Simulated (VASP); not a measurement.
# WS2 in VASP: a series of runs

Runs on WS2. Level: PBE+D3(BJ). Tasks: single point.

Everything below comes from runs of VASP 6.6.1. Logs are shortened: lines on timing, memory, paths and dates and some standing lists are left out, and cuts for length are marked.

**1. The cell of the first run**

The cell holds a slab with vacuum, 6 atoms: a = 3.160 Å, b = 3.160 Å, c = 23.804 Å, α = 90.00°, β = 90.00°, γ = 120.00°.

**2. Single point, PBE+D3(BJ)**

Contents of INCAR:

```
SYSTEM = WS2
PREC = Accurate
ENCUT = 520
EDIFF = 1E-7
ISMEAR = 0
SIGMA = 0.05
LREAL = .FALSE.
LASPH = .TRUE.
NELM = 100
ALGO = Normal
ISIF = 2
LWAVE = .FALSE.
LCHARG = .FALSE.
LDIPOL = .TRUE.
IDIPOL = 3
DIPOL = 0.5 0.5 0.383
GGA = PE
IVDW = 12
NBANDS = 35
```

Contents of KPOINTS:

```
Automatic mesh
0
G
  9 9 1
  0 0 0
```

Contents of POSCAR:

```
WS2
1.0
    3.1595457497      0.0000000000      0.0000000000
   -1.5797728749      2.7362468836      0.0000000000
    0.0000000000      0.0000000000     23.8042575719
S W
4 2
Direct
    0.3333333333      0.6666666667      0.1890418126
    0.3333333333      0.6666666667      0.3214605103
    0.3333333333      0.6666666667      0.4449678279
    0.3333333333      0.6666666667      0.5773865255
    0.6666666667      0.3333333333      0.2552511581
    0.6666666667      0.3333333333      0.5111771733
```

Potentials or basis: VASP PAW PBE potentials, release 64 (S, W_sv).

Command:

```
cat potpaw_PBE.64/S/POTCAR potpaw_PBE.64/W_sv/POTCAR > POTCAR
mpirun -np 1 vasp_std > vasp.out
```

OUTCAR:

```text
SYSTEM = WS2
   PREC = Accurate
   ENCUT = 520
   EDIFF = 1E-7
   ISMEAR = 0
   LREAL = .FALSE.
   LASPH = .TRUE.
   NELM = 100
   ISIF = 2
   GGA = PE
   IVDW = 12
 IVDW          = 12

 ion  position               nearest neighbor table
   1  0.333  0.667  0.189-   5 2.41   5 2.41   5 2.41
   2  0.333  0.667  0.321-   5 2.41   5 2.41   5 2.41
   3  0.333  0.667  0.445-   6 2.41   6 2.41   6 2.41
   4  0.333  0.667  0.577-   6 2.41   6 2.41   6 2.41
   5  0.667  0.333  0.255-   1 2.41   1 2.41   1 2.41   2 2.41   2 2.41   2 2.41
   6  0.667  0.333  0.511-   3 2.41   3 2.41   3 2.41   4 2.41   4 2.41   4 2.41

  LATTYP: Found a hexagonal cell.
 ALAT       =     3.1595457497
 C/A-ratio  =     7.5340759266

  Lattice vectors:

 A1 = (   3.1595457497,   0.0000000000,   0.0000000000)
 A2 = (  -1.5797728749,   2.7362468836,   0.0000000000)
 A3 = (   0.0000000000,   0.0000000000,  23.8042575719)

Analysis of symmetry for initial positions (statically):
=====================================================================
 Subroutine PRICEL returns:
 Original cell was already a primitive cell.

 Routine SETGRP: Setting up the symmetry group for a
 hexagonal supercell.

 Subroutine GETGRP returns: Found 12 space group operations
 (whereof  6 operations were pure point group operations)
 out of a pool of 24 trial point group operations.

The static configuration has the point symmetry C_3v.
 The point group associated with its full space group is D_3h.

Analysis of symmetry for dynamics (positions and initial velocities):
=====================================================================
 Subroutine PRICEL returns:
 Original cell was already a primitive cell.

 Routine SETGRP: Setting up the symmetry group for a
 hexagonal supercell.

 Subroutine GETGRP returns: Found 12 space group operations
 (whereof  6 operations were pure point group operations)
 out of a pool of 24 trial point group operations.

The dynamic configuration has the point symmetry C_3v.
 The point group associated with its full space group is D_3h.

 Subroutine INISYM returns: Found 12 space group operations
 (whereof  6 operations are pure point group operations),
 and found     1 'primitive' translations

----------------------------------------------------------------------------------------

                                     Primitive cell

  volume of cell :     205.7949

  direct lattice vectors                    reciprocal lattice vectors
[... 93 lines left out ...]
   NELECT =      52.0000    total number of electrons
   NUPDOWN=      -1.0000    fix difference up-down
   EMIN   =  10.00;   EMAX   =-10.00  energy-range for DOS
   EFERMI =   0.00;   METHOD = LEGACY
   ISMEAR =     0;   SIGMA  =   0.05  broadening in eV -4-tet -1-fermi 0-gaus
   EFERMI_NEDOS =   21; number of points for ismear=-14 and -15
   IALGO  =     38    algorithm
   IMIX   =      4    mixing-type and parameters
     AMIX     =   0.40;   BMIX     =  1.00
     AMIX_MAG =   1.60;   BMIX_MAG =  1.00
  volume/ion in A,a.u.               =      34.30       231.46
  Fermi-wavevector in a.u.,A,eV,Ry     =   1.034978  1.955825 14.574279  1.071179
  Thomas-Fermi vector in A             =   2.169299
   LORBIT       =      0    0 simple, 1 ext, 2 COOP (PROOUT), +10 PAW based schemes
   GGA     = PE    functional components
   LHFCALC =     F    Hartree Fock is set to
   AEXX    =    0.0000 exact exchange contribution
   IVDW    =    12    specifies the selected vdW correction
   LEPSILON=     F    determine dielectric tensor
   LRPA    =     F    only Hartree local field effects (RPA)
 non-spin polarized calculation
 Gauss-broadening in eV      SIGMA  =   0.05
  energy-cutoff  :      520.00
  volume of cell :      205.79
 maximum number of plane-waves:      5566
 NGX is ok and might be reduce to    24
   NGX = 11   NGY = 11   NGZ = 89

 dipolmoment           0.000000      0.000000      0.000025 electrons x Angstroem

 number of electron      51.9999994 magnetization

 dipolmoment           0.000000      0.000000     -0.000004 electrons x Angstroem

 Free energy of the ion-electron system (eV)
  ---------------------------------------------------
  ext. energy  EPLUGINS =         0.00000000
  ---------------------------------------------------
  free energy    TOTEN  =       -47.02931295 eV

  energy without entropy =      -47.02931295  energy(sigma->0) =      -47.02931295

 E-fermi :   1.6503     XC(G=0):  -6.0767

 val. band max:        1.4169452265   @ k =   0.0000   0.0000   0.0000
 cond. band min:       2.6365854886   @ k =   0.2222   0.1111   0.0000
 fundamental gap:      1.2196402620
 Fermi energy:         1.6502954324

 k-point     1 :       0.0000    0.0000    0.0000
  band No.  band energies     occupation
      1     -73.1808      2.00000
      2     -73.1808      2.00000
      3     -37.4398      2.00000
      4     -37.4397      2.00000
      5     -37.2557      2.00000
      6     -37.2557      2.00000
[... 445 lines left out ...]
     34       6.7333      0.00000
     35       6.7453      0.00000

------------------------ aborting loop because EDIFF is reached ----------------------------------------

 vacuum level on the upper side and lower side of the slab       (xc-potential included)        -0.107        -0.109

 Edisp (eV)   -2.21261

 E8    (eV) :    -0.9606

  FORCE on cell =-STRESS in cart. coord.  units (eV):
  Direction    XX          YY          ZZ          XY          YZ          ZX
  --------------------------------------------------------------------------------------
  -------------------------------------------------------------------------------------
  Total      -0.21595    -0.21595     2.20027     0.00000     0.00000    -0.00000
  in kB      -1.68122    -1.68122    17.12977     0.00000     0.00000    -0.00000
  external pressure =        4.59 kB  Pullay stress =        0.00 kB

 VOLUME and BASIS-vectors are now :
 -----------------------------------------------------------------------------
  energy-cutoff  :      520.00
  volume of cell :      205.79
      direct lattice vectors                 reciprocal lattice vectors
     3.159545750  0.000000000  0.000000000     0.316501193  0.182732049  0.000000000
    -1.579772875  2.736246884  0.000000000     0.000000000  0.365464098  0.000000000
     0.000000000  0.000000000 23.804257572     0.000000000  0.000000000  0.042009292

 POSITION                                       TOTAL-FORCE (eV/Angst)
 -----------------------------------------------------------------------------------
     -0.00000      1.82416      4.50000         0.000000      0.000000     -0.010459
     -0.00000      1.82416      7.65213         0.000000     -0.000000     -0.663173
     -0.00000      1.82416     10.59213        -0.000000     -0.000000      0.663173
     -0.00000      1.82416     13.74426         0.000000      0.000000      0.010459
      1.57977      0.91208      6.07606        -0.000000      0.000000     -0.038269
      1.57977      0.91208     12.16819        -0.000000     -0.000000      0.038269
 -----------------------------------------------------------------------------------
    total drift:                                0.000000     -0.000000     -0.000420

  FREE ENERGIE OF THE ION-ELECTRON SYSTEM (eV)
  ---------------------------------------------------
  free  energy   TOTEN  =       -49.2419238318 eV

  energy  without entropy=      -49.2419238318  energy(sigma->0) =      -49.24192383

 vacuum level on the upper side and lower side of the slab         6.414         6.413
```

It took 1.9 min on 1 thread of Intel Xeon Platinum 8259CL at 2.50GHz (Skylake/Cascade Lake), shared host; peak memory 0.34 GiB.

Results:

* Free energy: -49.2419 eV
* Largest force: 0.663 eV/Å
* Band gap on the k mesh: 1.22 eV (least direct gap 1.87 eV)
* Dispersion energy per atom: -0.369 eV

Forces on the atoms (eV/Å):
```
S    0.000  0.000 -0.010
S    0.000  0.000 -0.663
S    0.000  0.000  0.663
S    0.000  0.000  0.010
W    0.000  0.000 -0.038
W    0.000  0.000  0.038
```

Caveat: spin-orbit coupling is left out, which moves the levels of the heavy elements.

**3. Single point, PBE+D3(BJ)**

Contents of INCAR:

```
ALGO = Normal
DIPOL = 0.5 0.5 0.394
EDIFF = 1E-6
ENCUT = 520
GGA = PE
IDIPOL = 3
ISIF = 2
ISMEAR = 0
IVDW = 12
LASPH = T
LCHARG = F
LDIPOL = T
LREAL = F
LWAVE = F
NBANDS = 35
NELM = 100
PREC = Accurate
SIGMA = 0.05
```

Contents of KPOINTS:

```
k-points
0
Gamma
  9 9 1
```

Contents of POSCAR:

```
WS2
1.0
    3.1595457497      0.0000000000      0.0000000000
   -1.5797728749      2.7362468836      0.0000000000
    0.0000000000      0.0000000000     23.8042575719
S W
4 2
Direct
    0.3333333333      0.6666666667      0.1890418126
    0.3333333333      0.6666666667      0.3214605103
    0.3333333333      0.6666666667      0.4668126596
    0.3333333333      0.6666666667      0.5992313572
    0.6666666667      0.3333333333      0.2552511581
    0.6666666667      0.3333333333      0.5330220050
```

Potentials or basis: VASP PAW PBE potentials, release 64 (S, W_sv).

Command:

```
cat potpaw_PBE.64/S/POTCAR potpaw_PBE.64/W_sv/POTCAR > POTCAR
mpirun -np 1 vasp_std > vasp.out
```

Wall time 97 s (1 thread of Intel Xeon Platinum 8259CL at 2.50GHz (Skylake/Cascade Lake), shared host); peak memory 0.34 GiB.

The run converged. Its results:

```
Free energy                : -49.3901 eV
Largest force              : 0.058 eV/Å
Band gap on the k mesh     : 1.71 eV (least direct gap 1.90 eV)
Dispersion energy per atom : -0.352 eV
```

Forces on the atoms (eV/Å):
```
S    0.000  0.000  0.002
S    0.000  0.000 -0.058
S    0.000  0.000  0.058
S    0.000  0.000 -0.002
W    0.000  0.000  0.027
W    0.000  0.000 -0.027
```

Levels at points of the mesh, in eV from the valence-band top:
| k point | band 24 | band 25 | band 26 | band 27 | band 28 | band 29 |
| --- | --- | --- | --- | --- | --- | --- |
| (0.00, 0.00, 0.00) | -1.77 | -0.53 | 0.00 | 2.70 | 2.70 | 2.74 |

Caveat: spin-orbit coupling is left out, which moves the levels of the heavy elements.

**4. Single point, PBE+D3(BJ)**

Contents of INCAR:

```
SYSTEM = WS2
ALGO     = Normal         ! electronic algorithm
DIPOL    = 0.5 0.5 0.408
EDIFF    = 1E-6           ! SCF threshold, eV
ENCUT    = 520            ! plane-wave cutoff, eV
GGA      = PE             ! functional
IDIPOL   = 3            
ISIF     = 2              ! what is computed and relaxed
ISMEAR   = 0              ! smearing method
IVDW     = 12             ! dispersion correction
LASPH    = .TRUE.         ! aspherical terms in the spheres
LCHARG   = .FALSE.        ! write CHGCAR
LDIPOL   = .TRUE.       
LREAL    = .FALSE.        ! projectors in reciprocal space
LWAVE    = .FALSE.        ! write WAVECAR
NBANDS   = 35             ! bands
NELM     = 80             ! most SCF steps
PREC     = Accurate       ! precision mode
SIGMA    = 0.05           ! smearing width, eV
```

Contents of KPOINTS:

```
k-points
0
G
  9 9 1
  0 0 0
```

Contents of POSCAR:

```
WS2
1.0
    3.1595457497      0.0000000000      0.0000000000
   -1.5797728749      2.7362468836      0.0000000000
    0.0000000000      0.0000000000     23.8042575719
S W
4 2
Direct
    0.3333333333      0.6666666667      0.1890418126
    0.3333333333      0.6666666667      0.3214605103
    0.3333333333      0.6666666667      0.4953789779
    0.3333333333      0.6666666667      0.6277976756
    0.6666666667      0.3333333333      0.2552511581
    0.6666666667      0.3333333333      0.5615883234
```

Command:

```
cat potpaw_PBE.64/S/POTCAR potpaw_PBE.64/W_sv/POTCAR > POTCAR
mpirun -np 1 vasp_std > vasp.out
```

Run time: 1.7 min. Hardware: 1 thread of Intel Xeon Platinum 8259CL at 2.50GHz (Skylake/Cascade Lake), shared host; peak memory 0.33 GiB.

The run converged. Its results:

```
Free energy                : -49.3512 eV
Largest force              : 0.056 eV/Å
Band gap on the k mesh     : 1.91 eV
Dispersion energy per atom : -0.336 eV
```

Forces in eV/Å, atoms in the order of the input:
```
S    0.000  0.000  0.002
S    0.000  0.000  0.056
S    0.000  0.000 -0.056
S    0.000  0.000 -0.002
W    0.000  0.000  0.030
W    0.000  0.000 -0.030
```

Levels at points of the mesh, in eV from the valence-band top:
```tsv
k point	band 24	band 25	band 26	band 27	band 28	band 29
(0.00, 0.00, 0.00)	-1.57	-0.26	0.00	2.92	2.92	2.93
```

Caveat: spin-orbit coupling is left out, which moves the levels of the heavy elements.

**5. Summary**

| cell | gap on the mesh (eV) | largest force (eV/Å) |
| --- | --- | --- |
| as given, atomic positions A | 1.22 | 0.66 |
| as given, atomic positions B | 1.71 | 0.06 |
| as given, atomic positions C | 1.91 | 0.06 |

Alike in all rows: task single point; level PBE+D3(BJ); potentials or basis VASP PAW PBE potentials, release 64 (S, W_sv); no spin polarisation; k mesh 9 × 9 × 1; cutoff (eV) 520; smearing gaussian 0.05 eV.

Caveats: spin-orbit coupling is left out, which moves the levels of the heavy elements.

Total energies depend on the potentials used, so only differences within one code and one set of settings carry meaning.
